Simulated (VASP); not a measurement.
Write the native input for VASP 6.6.1 that does the following.

* Task: single point
* Functional: PBE
* Potentials or basis: VASP PAW PBE potentials, release 64 (Si, C)
* Cutoff: 520 eV
* k mesh: 6 × 6 × 6
* Occupations: gaussian, width 0.1 eV
* Spin: no spin polarisation
* Dipole correction: no
* Further INCAR settings: ALGO = Normal; EDIFF = 1e-06; NBANDS = 16

The structure of SiC lies in POSCAR:

```
SiC
1.0
    0.0000000000      2.1897595588      2.1897595588
    2.1897595588      2.1897595588      0.0000000000
   -2.1897595588      4.3795191176     -2.1897595588
Si C
2 2
Direct
    0.1250000000      0.1250000000      0.6250000000
    0.6250000000      0.6250000000      0.1250000000
    0.0000000000      0.0000000000      0.0000000000
    0.5000000000      0.5000000000      0.5000000000
```

The input as run:

INCAR

```
PREC = Accurate
ENCUT = 520
EDIFF = 1E-6
ISMEAR = 0
SIGMA = 0.1
LREAL = F
LASPH = T
NELM = 80
ALGO = Normal
ISIF = 2
LWAVE = F
LCHARG = T
GGA = PE
LELF = T
LVHAR = T
NBANDS = 16
```

KPOINTS

```
regular mesh
0
Gamma
  6 6 6
```

Potentials or basis: VASP PAW PBE potentials, release 64 (Si, C).

Launch:

```console
$ cat potpaw_PBE.64/Si/POTCAR potpaw_PBE.64/C/POTCAR > POTCAR
$ mpirun -np 1 vasp_std > vasp.out
```

It gave:

```
Pressure               : 0.0 GPa
Band gap on the k mesh : 1.37 eV
```

It took 25 s on 1 thread of Intel Xeon 8259CL, on a shared host, peak memory 0.16 GiB.
